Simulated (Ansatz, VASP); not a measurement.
**One calculation of Bi2Se3, two programs**

The input INCAR:

```
SYSTEM = Bi2Se3
  PREC = Accurate
  ENCUT = 520
  EDIFF = 1E-7
  ISMEAR = -1
  SIGMA = 0.02
  LREAL = .False.
  LASPH = .True.
  NELM = 100
  ALGO = Normal
  ISIF = 2
  LWAVE = .False.
  LCHARG = .False.
  GGA = PE
  NBANDS = 32
```

KPOINTS

```
Automatic mesh
0
Gamma
  8 8 8
  0 0 0
```

POSCAR

```
Bi2Se3
1.0
    2.0711634272      1.1957867622      9.7534112787
   -2.0711634272      1.1957867622      9.7534112787
    0.0000000000     -2.3915735244      9.7534112787
Bi Se
2 3
Direct
    0.3993469735      0.3993469735      0.3993469735
    0.6006530265      0.6006530265      0.6006530265
    0.0000000000      0.0000000000      0.0000000000
    0.2141084322      0.2141084322      0.2141084322
    0.7858915678      0.7858915678      0.7858915678
```

Input for Ansatz:

```yaml
crystal:
  lattice:
    - [2.0711634272, 1.1957867622, 9.7534112787]
    - [-2.0711634272, 1.1957867622, 9.7534112787]
    - [0.0, -2.3915735244, 9.7534112787]
  atoms:
    - { symbol: Bi, position: [0.3993469735, 0.3993469735, 0.3993469735] }
    - { symbol: Bi, position: [0.6006530265, 0.6006530265, 0.6006530265] }
    - { symbol: Se, position: [0.0, 0.0, 0.0] }
    - { symbol: Se, position: [0.2141084322, 0.2141084322, 0.2141084322] }
    - { symbol: Se, position: [0.7858915678, 0.7858915678, 0.7858915678] }
kpoints:
  mp_grid: { grid: [8, 8, 8] }
  band_path:
    path:
      - [0.0, 0.0, 0.0]
      - [0.5, 0.5, 0.5]
      - [0.8233125159, 0.1766874841, 0.5]
      - [0.5, -0.1766874841, 0.1766874841]
      - [0.5, 0.0, 0.0]
      - [0.338343742, -0.338343742, 0.0]
      - [0.661656258, 0.0, 0.338343742]
      - [0.5, 0.0, 0.5]
    npoints: 1
hamiltonian:
  xc: pbe
scf:
  occupations: { method: fermi_dirac, width: 0.02 }
  n_extra_bands: 5
output:
  forces: true
  stress: true
  eigenvalues: true
  write_density: true
  write_potential: true
  elf: true
  volumetric_format: npy
```

Alike in both runs: task single point; functional PBE; k mesh 8 × 8 × 8; occupations fermi-dirac, width 0.02 eV; no spin polarisation.

```csv
,VASP,Ansatz
version,VASP 6.6.1,Ansatz 0.2.0
potentials or method,"VASP PAW PBE potentials, release 64 (Bi_d, Se)","plane waves, PAW"
plane-wave cutoff (eV),520,420
valence electrons in the cell,48,78
```

|  | VASP | Ansatz | Ansatz less VASP |
| --- | --- | --- | --- |
| pressure (GPa) | 2.2 | 2.1 | -0.02 |
| traceless stress, the component that is largest in VASP (GPa) | -0.09 | -0.09 | -0.001 |
| rms of the force components (eV/Å) | 0.075 | 0.069 | -0.0055 |

Atom by atom the forces differ by 0.006 eV/Å (rms over components). VASP's potentials hold 48 valence electrons a cell and Ansatz's 78, so a difference there can come from the potentials and not from the codes.

Neither program's run includes spin-orbit coupling.
